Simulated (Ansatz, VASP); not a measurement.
## One calculation of ZnCd3SO, two programs

```
Zn Cd S O
1.0
     3.70999    0.00000    0.00000
     0.00000    3.70999    0.00000
     0.00000    0.00000   10.07039
Zn Cd S O
1 3 1 1
Cartesian
  1.8550 1.8550 0.0000
  1.8550 1.8550 2.5878
  1.8550 1.8550 7.4826
  0.0000 0.0000 0.0000
  1.8550 1.8550 5.0352
  0.0000 0.0000 5.0352
```

Alike in both runs: functional PBE; k mesh 4 × 4 × 2; occupations gaussian, width 0.1 eV; collinear spin.

Ansatz relaxed the structure, and its values are those at the end. VASP's run is a single point on that final structure, the one shown.

|  | VASP | Ansatz |
| --- | --- | --- |
| version | VASP 6.6.1 | Ansatz 0.2.0 |
| potentials or method | VASP PAW PBE potentials, release 64 (Zn, Cd_sv_GW, S, O), cutoff 700 eV | scalar-relativistic, plane waves, PAW |
| valence electrons in the cell | 84 | 84 |

VASP gave:

| Quantity | Value |
| --- | --- |
| gap on the k mesh at the Fermi level (eV) | none |
| pressure (GPa) | -0.1 |
| rms of the force components (eV/Å) | 0.005 |
| net moment per atom (μB) | 0.09 |
| size of the moment on the site where the two differ most (μB) | 0.31 |

**Question.** Estimate Ansatz's values.

**Answer.** gap on the k mesh at the Fermi level (eV): none; pressure (GPa): 0.0; rms of the force components (eV/Å): 0.000; net moment per atom (μB): 0.09; size of the moment on the site where the two differ most (μB): 0.35.

Site moments also hang on the region over which each program counts them. A gap of «none» marks a metal or a gap that the smearing closes.

The k mesh is coarse, so the values compare programs but aren't converged.
